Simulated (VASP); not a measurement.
A run of VASP 6.6.1 is set up as follows.

The input INCAR:

```
PREC = Accurate ; ENCUT = 520
EDIFF = 1E-6 ; ISMEAR = 0
SIGMA = 0.1 ; LREAL = False
LASPH = True ; NELM = 80
ALGO = Normal ; ISIF = 2
LWAVE = False ; LCHARG = False
GGA = PE ; NBANDS = 20
```

KPOINTS

```
regular mesh
0
Gamma
  6 6 6
```

The input POSCAR:

```
TaPb
1.0
    0.0000000000      3.0495213600      3.0495213600
    3.0495213600      0.0000000000      3.0495213600
    3.0495213600      3.0495213600      0.0000000000
Ta Pb
1 1
Direct
    0.5000000000      0.5000000000      0.5000000000
    0.0000000000      0.0000000000      0.0000000000
```

Potentials or basis: VASP PAW PBE potentials, release 64 (Ta_pv, Pb_d).

The run is started by

```console
$ cat potpaw_PBE.64/Ta_pv/POTCAR potpaw_PBE.64/Pb_d/POTCAR > POTCAR
$ mpirun -np 1 vasp_std > vasp.out
```

Question: What does it give for the pressure?

Answer: -11.6 GPa.
